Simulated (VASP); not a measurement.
# Co (P6_3/mmc) in VASP: single point with PBEsol+D4

Aim: the single point of Co with PBEsol+D4.

All numbers are computed with VASP 6.6.1; they aren't measurements. Logs are shortened: lines on timing, memory, paths and dates and some standing lists are left out, and cuts for length are marked.

### 1 The cell of the first run

The structure is hexagonal, space group P6_3/mmc (No. 194). Conventional cell: a = 2.444 Å, b = 2.444 Å, c = 3.948 Å, α = 90.00°, β = 90.00°, γ = 120.00°. Within 3.2 Å of Co (site symmetry -6m2) lie 12 Co at 2.43 to 2.44 Å.

### 2 Single point, PBEsol+D4, collinear spin, ferromagnetic start

The input, INCAR:

```
SYSTEM = Co
PREC     = Accurate       ! precision mode
ENCUT    = 600            ! plane-wave cutoff, eV
EDIFF    = 1E-6           ! SCF threshold, eV
ISMEAR   = 0              ! smearing method
SIGMA    = 0.1            ! smearing width, eV
LREAL    = .FALSE.        ! projectors in reciprocal space
LASPH    = .TRUE.         ! aspherical terms in the spheres
NELM     = 200            ! most SCF steps
ALGO     = Normal         ! electronic algorithm
ISIF     = 2              ! what is computed and relaxed
LWAVE    = .FALSE.        ! write WAVECAR
LCHARG   = .FALSE.        ! write CHGCAR
ISPIN    = 2              ! spin polarisation
MAGMOM   = 1.73 1.73      ! initial moments
LORBIT   = 11             ! projections on sites
LMAXMIX  = 4              ! l up to which the mixer works
GGA      = PS             ! functional
IVDW     = 13             ! dispersion correction
NBANDS   = 20             ! bands
GGA_COMPAT= .FALSE.
```

The input, KPOINTS:

```
regular mesh
0
G
  21 21 10
  0 0 0
```

The input, POSCAR:

```
Co
1.0
    2.4441171111      0.0000000000      0.0000000000
   -1.2220585555      2.1166675080      0.0000000000
    0.0000000000      0.0000000000      3.9476384649
Co
2
Direct
    0.3333333333      0.6666666667      0.2500000000
    0.6666666667      0.3333333333      0.7500000000
```

Potentials or basis: VASP PAW PBE potentials, release 64 (Co).

Command:

```sh
cat potpaw_PBE.64/Co/POTCAR > POTCAR
mpirun -np 1 vasp_std > vasp.out
```

OUTCAR:

```text
SYSTEM = Co
   PREC = Accurate
   ENCUT = 600
   EDIFF = 1E-6
   ISMEAR = 0
   LREAL = .FALSE.
   LASPH = .TRUE.
   NELM = 200
   ISIF = 2
   ISPIN = 2
   LORBIT = 11
   GGA = PS
   IVDW = 13

 ion  position               nearest neighbor table
   1  0.333  0.667  0.250-   2 2.43   2 2.43   2 2.43   2 2.43   2 2.43   2 2.43
   2  0.667  0.333  0.750-   1 2.43   1 2.43   1 2.43   1 2.43   1 2.43   1 2.43

  LATTYP: Found a hexagonal cell.
 ALAT       =     2.4441171111
 C/A-ratio  =     1.6151592929

  Lattice vectors:

 A1 = (   2.4441171111,   0.0000000000,   0.0000000000)
 A2 = (  -1.2220585555,   2.1166675080,   0.0000000000)
 A3 = (   0.0000000000,   0.0000000000,   3.9476384649)

Analysis of symmetry for initial positions (statically):
=====================================================================
 Subroutine PRICEL returns:
 Original cell was already a primitive cell.

 Routine SETGRP: Setting up the symmetry group for a
 hexagonal supercell.

 Subroutine GETGRP returns: Found 24 space group operations
 (whereof 12 operations were pure point group operations)
 out of a pool of 24 trial point group operations.

The static configuration has the point symmetry D_3d.
 The point group associated with its full space group is D_6h.

Analysis of symmetry for dynamics (positions and initial velocities):
=====================================================================
 Subroutine PRICEL returns:
 Original cell was already a primitive cell.

 Routine SETGRP: Setting up the symmetry group for a
 hexagonal supercell.

 Subroutine GETGRP returns: Found 24 space group operations
 (whereof 12 operations were pure point group operations)
 out of a pool of 24 trial point group operations.

The dynamic configuration has the point symmetry D_3d.
 The point group associated with its full space group is D_6h.

Analysis of structural, dynamic, and magnetic symmetry:
=====================================================================
 Subroutine PRICEL returns:
 Original cell was already a primitive cell.

 Routine SETGRP: Setting up the symmetry group for a
 hexagonal supercell.

 Subroutine GETGRP returns: Found 24 space group operations
 (whereof 12 operations were pure point group operations)
 out of a pool of 24 trial point group operations.

The overall configuration has the point symmetry D_3d.
 The point group associated with its full space group is D_6h.

 Subroutine INISYM returns: Found 24 space group operations
 (whereof 12 operations are pure point group operations),
 and found     1 'primitive' translations

----------------------------------------------------------------------------------------

                                     Primitive cell

  volume of cell :      20.4226

  direct lattice vectors                    reciprocal lattice vectors
     2.444117111  0.000000000  0.000000000     0.409145697  0.236220379  0.000000000
    -1.222058556  2.116667508  0.000000000     0.000000000  0.472440757  0.000000000
     0.000000000  0.000000000  3.947638465     0.000000000  0.000000000  0.253316004

  length of vectors
     2.444117111  2.444117111  3.947638465     0.472440757  0.472440757  0.253316004

  position of ions in fractional coordinates (direct lattice)
     0.333333333  0.666666667  0.250000000
     0.666666667  0.333333333  0.750000000

  ion indices of the primitive-cell ions
   primitive index   ion index
                 1           1
                 2           2

----------------------------------------------------------------------------------------

 KPOINTS: regular mesh

Automatic generation of k-mesh.
 Grid dimensions read from file:
 generate k-points for:   21   21   10

 Generating k-lattice:

  Cartesian coordinates                     Fractional coordinates (reciprocal lattice)
     0.019483128  0.011248589  0.000000000     0.047619048  0.000000000  0.000000000
     0.000000000  0.022497179  0.000000000     0.000000000  0.047619048  0.000000000
     0.000000000  0.000000000  0.025331600     0.000000000  0.000000000  0.100000000

  Length of vectors
     0.022497179  0.022497179  0.025331600

  Shift w.r.t. Gamma in fractional coordinates (k-lattice)
     0.000000000  0.000000000  0.000000000

 Subroutine IBZKPT returns following result:
 ===========================================

 Found    288 irreducible k-points:

 Following reciprocal coordinates:
            Coordinates               Weight
  0.000000  0.000000  0.000000      1.000000
  0.047619  0.000000  0.000000      6.000000
  0.095238 -0.000000  0.000000      6.000000
  0.142857  0.000000  0.000000      6.000000
  0.190476 -0.000000  0.000000      6.000000
  0.238095  0.000000  0.000000      6.000000
[... 16 lines left out ...]
  0.142857  0.095238  0.000000     12.000000
  0.190476  0.095238  0.000000     12.000000
 [... further k-points ...]
   k-points           NKPTS =    288   k-points in BZ     NKDIM =    288   number of bands    NBANDS=     20
   number of dos      NEDOS =    301   number of ions     NIONS =      2
   total plane-waves  NPLWV =  12800
   dimension x,y,z NGX =    20 NGY =   20 NGZ =   32
   dimension x,y,z NGXF=    40 NGYF=   40 NGZF=   64
   ions per type =               2
   NGX,Y,Z   is equivalent  to a cutoff of  13.60, 13.60, 13.48 a.u.
   NGXF,Y,Z  is equivalent  to a cutoff of  27.21, 27.21, 26.95 a.u.
 SYSTEM =  Co
   PREC   = accura    normal or accurate (medium, high low for compatibility)
   ISTART =      0    job   : 0-new  1-cont  2-samecut
   ICHARG =      2    charge: 1-file 2-atom 10-const
   ISPIN  =      2    spin polarized calculation?
   LNONCOLLINEAR =      F non collinear calculations
   LSORBIT =      F    spin-orbit coupling
   LASPH  =      T    aspherical Exc in radial PAW
   ENCUT  =  600.0 eV  44.10 Ry    6.64 a.u.   4.88  4.88  7.88*2*pi/ulx,y,z
   NELM   =    200;   NELMIN=  2; NELMDL= -5     # of ELM steps
   EDIFF  = 0.1E-05   stopping-criterion for ELM
   LREAL  =      F    real-space projection
   EDIFFG = 0.1E-04   stopping-criterion for IOM
   NSW    =      0    number of steps for IOM
   IBRION =     -1    ionic relax: 0-MD 1-quasi-New 2-CG
   NFREE  =      0    steps in history (QN), initial steepest desc. (CG)
   ISIF   =      2    stress and relaxation
   ISYM   =      2    0-nonsym 1-usesym 2-fastsym
   POTIM  = 0.5000    time-step for ionic-motion
   TEBEG  =    0.0;   TEEND  =   0.0 temperature during run
   PSTRESS=    0.0 pullay stress
   NELECT =      18.0000    total number of electrons
   NUPDOWN=      -1.0000    fix difference up-down
   EMIN   =  10.00;   EMAX   =-10.00  energy-range for DOS
   EFERMI =   0.00;   METHOD = LEGACY
   ISMEAR =     0;   SIGMA  =   0.10  broadening in eV -4-tet -1-fermi 0-gaus
   EFERMI_NEDOS =   21; number of points for ismear=-14 and -15
   IALGO  =     38    algorithm
   IMIX   =      4    mixing-type and parameters
     AMIX     =   0.40;   BMIX     =  1.00
     AMIX_MAG =   1.60;   BMIX_MAG =  1.00
  volume/ion in A,a.u.               =      10.21        68.91
  Fermi-wavevector in a.u.,A,eV,Ry     =   1.569622  2.966155 33.520840  2.463712
  Thomas-Fermi vector in A             =   2.671477
   LORBIT       =     11    0 simple, 1 ext, 2 COOP (PROOUT), +10 PAW based schemes
   GGA     = PS    functional components
   LHFCALC =     F    Hartree Fock is set to
   AEXX    =    0.0000 exact exchange contribution
   IVDW    =    13    specifies the selected vdW correction
   LEPSILON=     F    determine dielectric tensor
   LRPA    =     F    only Hartree local field effects (RPA)
 spin polarized calculation
 Gauss-broadening in eV      SIGMA  =   0.10
  energy-cutoff  :      600.00
  volume of cell :       20.42
 maximum number of plane-waves:       705
 NGX is ok and might be reduce to    20
   NGX =  9   NGY =  9   NGZ = 15

 number of electron      18.0000003 magnetization       3.0903157

 Free energy of the ion-electron system (eV)
  ---------------------------------------------------
  ext. energy  EPLUGINS =         0.00000000
  ---------------------------------------------------
  free energy    TOTEN  =       -15.47529199 eV

  energy without entropy =      -15.46726576  energy(sigma->0) =      -15.47127887

 E-fermi :  10.9441     XC(G=0): -13.9415

 val. band max:       10.9433181799   @ k =   0.0476   0.0476   0.2000
 cond. band min:      10.9443481480   @ k =   0.0952   0.0476   0.2000
 fundamental gap:      0.0010299682
 Fermi energy:        10.9441014406

 spin component 1

 k-point     1 :       0.0000    0.0000    0.0000
  band No.  band energies     occupation
      1       1.6213      1.00000
      2       5.5205      1.00000
      3       8.2878      1.00000
      4       8.3052      1.00000
      5       8.3052      1.00000
      6       8.6551      1.00000
[... 12 lines left out ...]
     19      37.8354      0.00000
     20      37.8354      0.00000
[... 507 lines left out ...]
 k-point    24 :       0.1905    0.0952    0.0000
  band No.  band energies     occupation
      1       3.7619      1.00000
      2       6.4696      1.00000
      3       7.2944      1.00000
      4       7.3970      1.00000
      5       8.3341      1.00000
      6       8.3737      1.00000
[... 12 lines left out ...]
     19      36.9383      0.00000
     20      38.2213      0.00000

 [... further k-points ...]

 spin component 2

 k-point     1 :       0.0000    0.0000    0.0000
  band No.  band energies     occupation
      1       1.6865      1.00000
      2       6.4411      1.00000
      3       9.8445      1.00000
      4       9.8588      1.00000
      5       9.8588      1.00000
      6      10.2618      1.00000
[... 12 lines left out ...]
     19      38.1800      0.00000
     20      38.1800      0.00000
[... 507 lines left out ...]
 k-point    24 :       0.1905    0.0952    0.0000
  band No.  band energies     occupation
      1       3.8672      1.00000
      2       7.5708      1.00000
      3       8.3779      1.00000
      4       8.7281      1.00000
      5       9.8212      1.00000
      6       9.9315      1.00000
[... 12 lines left out ...]
     19      37.1972      0.00000
     20      38.6747      0.00000

 [... further k-points ...]

------------------------ aborting loop because EDIFF is reached ----------------------------------------

  DFT-D4 for vdW energy calculation

  Edisp (eV):   -0.52070

  FORCE on cell =-STRESS in cart. coord.  units (eV):
  Direction    XX          YY          ZZ          XY          YZ          ZX
  --------------------------------------------------------------------------------------
  -------------------------------------------------------------------------------------
  Total      -0.13255    -0.13255    -0.14763    -0.00000    -0.00000     0.00000
  in kB     -10.39890   -10.39890   -11.58159    -0.00000    -0.00000     0.00000
  external pressure =      -10.79 kB  Pullay stress =        0.00 kB

 VOLUME and BASIS-vectors are now :
 -----------------------------------------------------------------------------
  energy-cutoff  :      600.00
  volume of cell :       20.42
      direct lattice vectors                 reciprocal lattice vectors
     2.444117111  0.000000000  0.000000000     0.409145697  0.236220379  0.000000000
    -1.222058556  2.116667508  0.000000000     0.000000000  0.472440757  0.000000000
     0.000000000  0.000000000  3.947638465     0.000000000  0.000000000  0.253316004

 POSITION                                       TOTAL-FORCE (eV/Angst)
 -----------------------------------------------------------------------------------
     -0.00000      1.41111      0.98691        -0.000000      0.000000      0.000000
      1.22206      0.70556      2.96073         0.000000     -0.000000      0.000000
 -----------------------------------------------------------------------------------
    total drift:                               -0.000000      0.000000     -0.000000

  FREE ENERGIE OF THE ION-ELECTRON SYSTEM (eV)
  ---------------------------------------------------
  free  energy   TOTEN  =       -15.9959896080 eV

  energy  without entropy=      -15.9879633796  energy(sigma->0) =      -15.99197649

 total charge

# of ion       s       p       d       tot
------------------------------------------
    1        0.515   0.580   7.303   8.397
    2        0.515   0.580   7.303   8.397
--------------------------------------------------
tot          1.029   1.159  14.605  16.794

 magnetization (x)

# of ion       s       p       d       tot
------------------------------------------
    1       -0.016  -0.053   1.619   1.550
    2       -0.016  -0.053   1.619   1.550
--------------------------------------------------
tot         -0.031  -0.106   3.238   3.101
```

Wall time 7.3 min (1 thread of AMD EPYC 7R13, shared host); peak memory 0.28 GiB.

What came out:

* Free energy: -15.9960 eV
* Pressure: -1.1 GPa
* Net moment: 3.09 μB per cell
* Site moments: Co +1.55 μB
* Valence electrons inside the program's atomic spheres: Co 8.40
* Dispersion energy per atom: -0.260 eV

Stress tensor (GPa, compression positive):
```
-1.04  0.00  0.00
 0.00 -1.04  0.00
 0.00  0.00 -1.16
```

Levels at points of the mesh, in eV from the Fermi level:
Spin up:
| k point | band 6 | band 7 | band 8 | band 9 | band 10 | band 11 | band 12 | band 13 | band 14 | band 15 |
| --- | --- | --- | --- | --- | --- | --- | --- | --- | --- | --- |
| (0.00, 0.00, 0.00) | -2.29 | -2.29 | -1.91 | -1.91 | -0.68 | -0.68 | -0.14 | 6.93 | 22.43 | 25.59 |
| (0.00, 0.00, 0.50) | -2.71 | -2.71 | -2.71 | -1.03 | -1.03 | -1.03 | -1.03 | 15.73 | 15.73 | 23.19 |
Spin down:
| k point | band 5 | band 6 | band 7 | band 8 | band 9 | band 10 |
| --- | --- | --- | --- | --- | --- | --- |
| (0.00, 0.00, 0.00) | -1.09 | -0.68 | -0.68 | -0.23 | -0.23 | -0.12 |
| (0.00, 0.00, 0.50) | -1.16 | -1.16 | -1.16 | -1.16 | 0.74 | 0.74 |

Caveat: the PAW data sets were made with another functional, which shifts forces and pressure a little; pairwise dispersion overbinds metals, which lowers pressure and volume.
